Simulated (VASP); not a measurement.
# CoSi2 (I4/mmm) in VASP: a series of runs, part 2 of 2

VASP 6.6.1. The steps go on from the part before.

## (3) Single point, PBEsol (uniaxial strain along c: -3.0 %)

File INCAR:

```
SYSTEM = CoSi2
PREC     = Accurate       ! precision mode
ENCUT    = 520            ! plane-wave cutoff, eV
EDIFF    = 1E-7           ! SCF threshold, eV
ISMEAR   = 0              ! smearing method
SIGMA    = 0.1            ! smearing width, eV
LREAL    = .FALSE.        ! projectors in reciprocal space
LASPH    = .TRUE.         ! aspherical terms in the spheres
NELM     = 80             ! most SCF steps
ALGO     = Normal         ! electronic algorithm
ISIF     = 2              ! what is computed and relaxed
LWAVE    = .FALSE.        ! write WAVECAR
LCHARG   = .FALSE.        ! write CHGCAR
GGA      = PS             ! functional
NBANDS   = 26             ! bands
```

File KPOINTS:

```
Automatic mesh
0
G
  10 10 8
  0 0 0
```

File POSCAR:

```
CoSi2
1.0
    2.6761758709      2.6761758709      0.0000000000
   -2.6761758709      2.6761758709      0.0000000000
    0.0000000000      0.0000000000      5.1531326943
Co Si
2 4
Direct
    0.0000000000      0.0000000000      0.0000000000
    0.5000000000      0.5000000000      0.5000000000
    0.0000000000      0.5000000000      0.7500000000
    0.5000000000      0.0000000000      0.7500000000
    0.5000000000      0.0000000000      0.2500000000
    0.0000000000      0.5000000000      0.2500000000
```

Potentials or basis: VASP PAW PBE potentials, release 64 (Co, Si).

Command:

```console
cat potpaw_PBE.64/Co/POTCAR potpaw_PBE.64/Si/POTCAR > POTCAR
mpirun -np 1 vasp_std > vasp.out
```

OUTCAR:

```text
SYSTEM = CoSi2
   PREC = Accurate
   ENCUT = 520
   EDIFF = 1E-7
   ISMEAR = 0
   LREAL = .FALSE.
   LASPH = .TRUE.
   NELM = 80
   ISIF = 2
   GGA = PS

 ion  position               nearest neighbor table
   1  0.000  0.000  0.000-   3 2.29   4 2.29   5 2.29   6 2.29   3 2.29   6 2.29   4 2.29   5 2.29

   2  0.500  0.500  0.500-   3 2.29   4 2.29   5 2.29   6 2.29   4 2.29   5 2.29   3 2.29   6 2.29

   3  0.000  0.500  0.750-   1 2.29   2 2.29   1 2.29   2 2.29   6 2.58   6 2.58   4 2.68   4 2.68
                             4 2.68   4 2.68
   4  0.500  0.000  0.750-   1 2.29   2 2.29   2 2.29   1 2.29   5 2.58   5 2.58   3 2.68   3 2.68
                             3 2.68   3 2.68
   5  0.500  0.000  0.250-   1 2.29   2 2.29   2 2.29   1 2.29   4 2.58   4 2.58   6 2.68   6 2.68
                             6 2.68   6 2.68
   6  0.000  0.500  0.250-   1 2.29   2 2.29   1 2.29   2 2.29   3 2.58   3 2.58   5 2.68   5 2.68
                             5 2.68   5 2.68

  LATTYP: Found a simple tetragonal cell.
 ALAT       =     3.7846842119
 C/A-ratio  =     1.3615753404

  Lattice vectors:

 A1 = (   2.6761758709,   2.6761758709,   0.0000000000)
 A2 = (  -2.6761758709,   2.6761758709,   0.0000000000)
 A3 = (   0.0000000000,   0.0000000000,   5.1531326943)

Analysis of symmetry for initial positions (statically):
=====================================================================
 Subroutine PRICEL returns following result:

  LATTYP: Found a body centered tetragonal cell.
 ALAT       =     3.7846842119
 C/A-ratio  =     1.3615753404

  Lattice vectors:

 A1 = (   0.0000000000,  -2.6761758709,  -2.5765663471)
 A2 = (   0.0000000000,   2.6761758709,  -2.5765663472)
 A3 = (   2.6761758709,   0.0000000000,   2.5765663472)

   2 primitive cells build up your supercell.

 Routine SETGRP: Setting up the symmetry group for a
 simple tetragonal supercell.

 Subroutine GETGRP returns: Found 16 space group operations
 (whereof 16 operations were pure point group operations)
[... 150 lines left out ...]
  volume/ion in A,a.u.               =      12.30        83.02
  Fermi-wavevector in a.u.,A,eV,Ry     =   1.264322  2.389222 21.749041  1.598509
  Thomas-Fermi vector in A             =   2.397633
   LORBIT       =      0    0 simple, 1 ext, 2 COOP (PROOUT), +10 PAW based schemes
   GGA     = PS    functional components
   LHFCALC =     F    Hartree Fock is set to
   AEXX    =    0.0000 exact exchange contribution
   IVDW    =     0    specifies the selected vdW correction
   LEPSILON=     F    determine dielectric tensor
   LRPA    =     F    only Hartree local field effects (RPA)
 non-spin polarized calculation
 Gauss-broadening in eV      SIGMA  =   0.10
  energy-cutoff  :      520.00
  volume of cell :       73.81
 maximum number of plane-waves:      2016
   NGX = 15   NGY = 15   NGZ = 19

 number of electron      34.0000015 magnetization

 Free energy of the ion-electron system (eV)
  ---------------------------------------------------
  ext. energy  EPLUGINS =         0.00000000
  ---------------------------------------------------
  free energy    TOTEN  =       -41.93179954 eV

  energy without entropy =      -41.92167440  energy(sigma->0) =      -41.92673697

 E-fermi :  10.5214     XC(G=0): -12.0396

 val. band max:       10.4952913657   @ k =   0.1000   0.1000   0.3750
 cond. band min:      10.5337905824   @ k =   0.3000   0.2000   0.0000
 fundamental gap:      0.0384992167
 Fermi energy:        10.5214133510

 k-point     1 :       0.0000    0.0000    0.0000
  band No.  band energies     occupation
      1      -2.8950      2.00000
      2       1.7630      2.00000
      3       3.1010      2.00000
      4       3.6868      2.00000
      5       6.1586      2.00000
      6       6.3491      2.00000
[... 685 lines left out ...]
     25      16.1313      0.00000
     26      16.9467      0.00000

 [... further k-points ...]

------------------------ aborting loop because EDIFF is reached ----------------------------------------

  FORCE on cell =-STRESS in cart. coord.  units (eV):
  Direction    XX          YY          ZZ          XY          YZ          ZX
  --------------------------------------------------------------------------------------
  -------------------------------------------------------------------------------------
  Total        0.8256256      0.8256256      2.9991544      0.0000000      0.0000000      0.0000000
  in kB       17.9210355     17.9210355     65.0996689      0.0000000      0.0000000      0.0000000
  external PRESSURE =      33.6472466 kB  Pullay stress =       0.0000000 kB

 VOLUME and BASIS-vectors are now :
 -----------------------------------------------------------------------------
  energy-cutoff  :      520.00
  volume of cell :       73.81
      direct lattice vectors                 reciprocal lattice vectors
     2.676175871  2.676175871  0.000000000     0.186833760  0.186833760  0.000000000
    -2.676175871  2.676175871  0.000000000    -0.186833760  0.186833760  0.000000000
     0.000000000  0.000000000  5.153132694     0.000000000  0.000000000  0.194056714

 POSITION                                       TOTAL-FORCE (eV/Angst)
 -----------------------------------------------------------------------------------
      0.00000      0.00000      0.00000         0.000000     -0.000000     -0.000000
      0.00000      2.67618      2.57657        -0.000000     -0.000000      0.000000
     -1.33809      1.33809      3.86485         0.000000      0.000000     -0.000000
      1.33809      1.33809      3.86485        -0.000000      0.000000     -0.000000
      1.33809      1.33809      1.28828         0.000000      0.000000     -0.000000
     -1.33809      1.33809      1.28828        -0.000000      0.000000     -0.000000
 -----------------------------------------------------------------------------------
    total drift:                               -0.000000      0.000000      0.000000

  FREE ENERGIE OF THE ION-ELECTRON SYSTEM (eV)
  ---------------------------------------------------
  free  energy   TOTEN  =       -41.9317995403 eV

  energy  without entropy=      -41.9216744042  energy(sigma->0) =      -41.92673697
```

OSZICAR:

```text
N       E                     dE             d eps       ncg     rms          rms(c)
DAV:   1     0.192137510894E+03    0.19214E+03   -0.14072E+04  5460   0.133E+03
DAV:   2    -0.306480903441E+02   -0.22279E+03   -0.20868E+03  5490   0.292E+02
DAV:   3    -0.447404475987E+02   -0.14092E+02   -0.13463E+02  6924   0.856E+01
DAV:   4    -0.451853666776E+02   -0.44492E+00   -0.44202E+00  6818   0.144E+01
DAV:   5    -0.452020257189E+02   -0.16659E-01   -0.16643E-01  7716   0.284E+00    0.221E+01
DAV:   6    -0.519758526537E+02   -0.67738E+01   -0.61116E+01  6738   0.131E+02    0.246E+01
DAV:   7    -0.418896325894E+02    0.10086E+02   -0.28444E+01  6628   0.107E+02    0.607E+00
DAV:   8    -0.420636632523E+02   -0.17403E+00   -0.34644E+00  6352   0.929E+00    0.347E+00
DAV:   9    -0.419352115670E+02    0.12845E+00   -0.30032E-01  7014   0.877E+00    0.884E-01
DAV:  10    -0.419323265085E+02    0.28851E-02   -0.26041E-02  7000   0.128E+00    0.379E-01
DAV:  11    -0.419318362740E+02    0.49023E-03   -0.34060E-03  7414   0.884E-01    0.115E-01
DAV:  12    -0.419318270880E+02    0.91861E-05   -0.50554E-04  7996   0.348E-01    0.576E-02
DAV:  13    -0.419317994251E+02    0.27663E-04   -0.85753E-05  7722   0.145E-01    0.199E-02
DAV:  14    -0.419317996017E+02   -0.17654E-06   -0.11713E-05  8334   0.279E-02    0.706E-03
DAV:  15    -0.419317995403E+02    0.61375E-07   -0.36622E-07  5904   0.478E-03
   1 F= -.41931800E+02 E0= -.41926737E+02  d E =-.101251E-01
```

Wall time 5.2 min (1 thread of Intel Xeon 8259CL, shared host); peak memory 0.3 GiB.

What came out:

```
Free energy            : -41.9318 eV
Pressure               : 3.4 GPa
Band gap on the k mesh : zero (bands 17 and 18 overlap by 3.06 eV)
```

Levels at points of the mesh, in eV from the Fermi level:
| k point | band 13 | band 14 | band 15 | band 16 | band 17 | band 18 | band 19 | band 20 | band 21 | band 22 |
| --- | --- | --- | --- | --- | --- | --- | --- | --- | --- | --- |
| (0.00, 0.00, 0.00) | -1.92 | -1.92 | -1.43 | 1.23 | 1.58 | 2.79 | 3.26 | 3.32 | 3.32 | 3.73 |
| (0.50, 0.00, 0.00) | -1.59 | -1.59 | -1.00 | -1.00 | 0.21 | 0.21 | 2.38 | 2.38 | 4.53 | 4.53 |
| (0.50, 0.50, 0.00) | -2.08 | -2.08 | -1.97 | -1.97 | -1.37 | -1.37 | 1.87 | 1.87 | 2.99 | 2.99 |
| (0.00, 0.00, 0.50) | -0.36 | -0.36 | -0.36 | -0.36 | 0.09 | 0.09 | 1.49 | 1.49 | 3.22 | 3.22 |
| (0.50, 0.00, 0.50) | -1.70 | -1.70 | -0.60 | -0.60 | -0.35 | -0.35 | 2.85 | 2.85 | 3.51 | 3.51 |
| (0.50, 0.50, 0.50) | -2.19 | -2.19 | -1.58 | -1.58 | -0.63 | -0.63 | 4.04 | 4.04 | 4.04 | 4.04 |

Caveat: the cell differs from its parent crystal (uniaxial strain along c: -3.0 %); the cell stands under pressure; the PAW data sets were made with another functional, which shifts forces and pressure a little; the run has no spin polarisation, though such a crystal can be magnetic. Spin polarisation is off, so any magnetic state and its effect on volume and gap are missing.

## (4) Single point, PBEsol (uniaxial strain along c: -3.0 %, then relaxed in part)

File INCAR:

```
SYSTEM = CoSi2
  PREC = Accurate
  ENCUT = 520
  EDIFF = 1E-6
  ISMEAR = 0
  SIGMA = 0.1
  LREAL = .FALSE.
  LASPH = .TRUE.
  NELM = 80
  ALGO = Normal
  ISIF = 2
  LWAVE = .FALSE.
  LCHARG = .FALSE.
  GGA = PS
  NBANDS = 26
```

File KPOINTS:

```
regular mesh
0
G
  10 10 8
  0 0 0
```

POSCAR, as its differences from that of step 3:

```diff
@@ -2,4 +2,4 @@
 1.0
-    2.6761758709      2.6761758709      0.0000000000
-   -2.6761758709      2.6761758709      0.0000000000
+    2.6861947089      2.6861947089      0.0000000000
+   -2.6861947089      2.6861947089      0.0000000000
     0.0000000000      0.0000000000      5.1531326943
```

Command:

```console
cat potpaw_PBE.64/Co/POTCAR potpaw_PBE.64/Si/POTCAR > POTCAR
mpirun -np 1 vasp_std > vasp.out
```

It took 5.3 min on 1 thread of Intel Xeon 8259CL, shared host; peak memory 0.29 GiB.

It converged, with:

```
Free energy            : -41.9351 eV
Pressure               : 1.8 GPa
Band gap on the k mesh : zero (bands 17 and 18 overlap by 2.99 eV)
```

Stress tensor (GPa, compression positive):
```
0.15 0.00 0.00
0.00 0.15 0.00
0.00 0.00 5.24
```

Levels at points of the mesh, in eV from the Fermi level:
```csv
k point,band 14,band 15,band 16,band 17,band 18,band 19,band 20,band 21
"(0.00, 0.00, 0.00)",-1.89,-1.41,1.15,1.53,2.78,3.20,3.31,3.31
"(0.50, 0.00, 0.00)",-1.57,-0.98,-0.98,0.20,0.20,2.34,2.34,4.52
"(0.50, 0.50, 0.00)",-2.06,-1.94,-1.94,-1.35,-1.35,1.85,1.85,2.99
"(0.00, 0.00, 0.50)",-0.36,-0.36,-0.36,0.12,0.12,1.44,1.44,3.22
"(0.50, 0.00, 0.50)",-1.68,-0.61,-0.61,-0.33,-0.33,2.83,2.83,3.49
"(0.50, 0.50, 0.50)",-2.18,-1.56,-1.56,-0.62,-0.62,4.02,4.02,4.02
```

Caveat: the cell differs from its parent crystal (uniaxial strain along c: -3.0 %, then relaxed in part); the stress differs along the axes, from 0 to 5 GPa; the PAW data sets were made with another functional, which shifts forces and pressure a little; the run has no spin polarisation, though such a crystal can be magnetic. Spin polarisation is off, so any magnetic state and its effect on volume and gap are missing.

## (5) Single point, PBEsol (uniaxial strain along c: -4.5 %, then relaxed in part)

File INCAR:

```
PREC = Accurate
ENCUT = 520
EDIFF = 1E-7
ISMEAR = 0
SIGMA = 0.1
LREAL = False
LASPH = True
NELM = 100
ALGO = Normal
ISIF = 2
LWAVE = False
LCHARG = True
GGA = PS
LELF = True
LVHAR = True
NBANDS = 26
```

File KPOINTS:

```
regular mesh
0
Gamma
  10 10 8
```

POSCAR, as its differences from that of step 4:

```diff
@@ -2,5 +2,5 @@
 1.0
-    2.6861947089      2.6861947089      0.0000000000
-   -2.6861947089      2.6861947089      0.0000000000
-    0.0000000000      0.0000000000      5.1531326943
+    2.7018136598      2.7018136598      0.0000000000
+   -2.7018136598      2.7018136598      0.0000000000
+    0.0000000000      0.0000000000      5.0734450753
 Co Si
```

Command:

```console
cat potpaw_PBE.64/Co/POTCAR potpaw_PBE.64/Si/POTCAR > POTCAR
mpirun -np 1 vasp_std > vasp.out
```

Run time: 4.4 min. Hardware: 1 thread of Intel Xeon 8259CL, shared host; peak memory 0.29 GiB.

The run converged. Its results:

| Property | Result |
| --- | --- |
| Free energy | -41.8874 eV |
| Pressure | 2.8 GPa |
| Band gap on the k mesh | zero (bands 17 and 18 overlap by 2.88 eV) |

Stress tensor (GPa, compression positive):
```
0.14 0.00 0.00
0.00 0.14 0.00
0.00 0.00 8.24
```

Levels at points of the mesh, in eV from the Fermi level:
```csv
k point,band 13,band 14,band 15,band 16,band 17,band 18,band 19,band 20,band 21,band 22
"(0.00, 0.00, 0.00)",-1.85,-1.85,-1.43,1.22,1.44,2.71,3.03,3.24,3.24,3.89
"(0.50, 0.00, 0.00)",-1.58,-1.58,-0.91,-0.91,0.14,0.14,2.23,2.23,4.63,4.63
"(0.50, 0.50, 0.00)",-2.11,-2.11,-1.90,-1.90,-1.33,-1.33,1.92,1.92,3.04,3.04
"(0.00, 0.00, 0.50)",-0.38,-0.38,-0.38,-0.38,0.29,0.29,1.37,1.37,3.22,3.22
"(0.50, 0.00, 0.50)",-1.67,-1.67,-0.69,-0.69,-0.30,-0.30,2.92,2.92,3.45,3.45
"(0.50, 0.50, 0.50)",-2.25,-2.25,-1.58,-1.58,-0.59,-0.59,4.16,4.16,4.16,4.16
```

Caveat: the cell differs from its parent crystal (uniaxial strain along c: -4.5 %, then relaxed in part); the stress differs along the axes, from 0 to 8 GPa; the PAW data sets were made with another functional, which shifts forces and pressure a little; the run has no spin polarisation, though such a crystal can be magnetic.

## (6) Summary

```tsv
cell	gap on the mesh (eV)	pressure (GPa)
a = 3.799, b = 3.799, c = 5.073 Å, 6 atoms	none	5.2
a = 3.785, b = 3.785, c = 5.153 Å, 6 atoms	none	3.4
a = 3.799, b = 3.799, c = 5.153 Å, 6 atoms	none	1.8
a = 3.821, b = 3.821, c = 5.073 Å, 6 atoms	none	2.8
```

Alike in all rows: task single point; level PBEsol; potentials or basis VASP PAW PBE potentials, release 64 (Co, Si); no spin polarisation; k mesh 10 × 10 × 8; cutoff (eV) 520; smearing gaussian 0.1 eV.

Caveats: the PAW data sets were made with another functional, which shifts forces and pressure a little; the run has no spin polarisation, though such a crystal can be magnetic; the stress differs along the axes, from 3 to 10 GPa (at least some runs); the cell stands under pressure (at least some runs); the stress differs along the axes, from 0 to 5 GPa (at least some runs); the stress differs along the axes, from 0 to 8 GPa (at least some runs).

Total energies depend on the potentials used, so only differences within one code and one set of settings carry meaning.

The gap in the log of VASP goes by the Fermi energy; the results here count the filled bands.